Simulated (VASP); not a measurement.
A run of VASP 6.6.1 is set up as follows.

File INCAR:

```
PREC = Accurate ; ENCUT = 600
EDIFF = 1E-6 ; ISMEAR = 0
SIGMA = 0.02 ; LREAL = False
LASPH = True ; NELM = 100
ALGO = Normal ; ISIF = 4
LWAVE = False ; LCHARG = False
GGA = PE ; IBRION = 2
NSW = 50 ; EDIFFG = -0.01
```

KPOINTS

```
Automatic mesh
0
Gamma
  6 6 6
```

File POSCAR:

```
SnO2
1.0
   -3.1681652157      3.2920982930      3.2920982930
    3.1681652157     -3.2920982930      3.2920982930
    3.1681652157      3.2920982930     -3.2920982930
Sn O
4 8
Direct
    1.0000000000      0.2500000000      0.7500000000
    0.0000000000      0.7500000000      0.2500000000
    0.5000000000      0.5000000000      0.5000000000
    0.5000000000      0.0000000000      0.0000000000
    0.1943978802      0.1943978802      0.5000000000
    0.6943978802      0.7500000000      0.9443978802
    0.1943978802      0.6943978802      1.0000000000
    0.3056021198      0.7500000000      0.5556021198
    0.6943978802      0.2500000000      0.4443978802
    0.3056021198      0.2500000000      0.0556021198
    0.8056021198      0.3056021198      0.0000000000
    0.8056021198      0.8056021198      0.5000000000
```

Potentials or basis: VASP PAW PBE potentials, release 64 (Sn_d, O).

The run is started by

```console
$ cat potpaw_PBE.64/Sn_d/POTCAR potpaw_PBE.64/O/POTCAR > POTCAR
$ mpirun -np 1 vasp_std > vasp.out
```

Problem. What does it give for the band gap on the k mesh?

Solution. 1.67 eV.

Forces in eV/Å, atoms in the order of the input:
```
Sn   0.000  0.000  0.000
Sn   0.000  0.000  0.000
Sn   0.000  0.000  0.000
Sn   0.000  0.000  0.000
O    0.000  0.000  0.003
O    0.000  0.003  0.000
O    0.000  0.000  0.003
O    0.000 -0.003  0.000
O    0.000  0.003  0.000
O    0.000 -0.003  0.000
O    0.000  0.000 -0.003
O    0.000  0.000 -0.003
```

Caveat: spin-orbit coupling is left out, which moves the levels of the heavy elements.
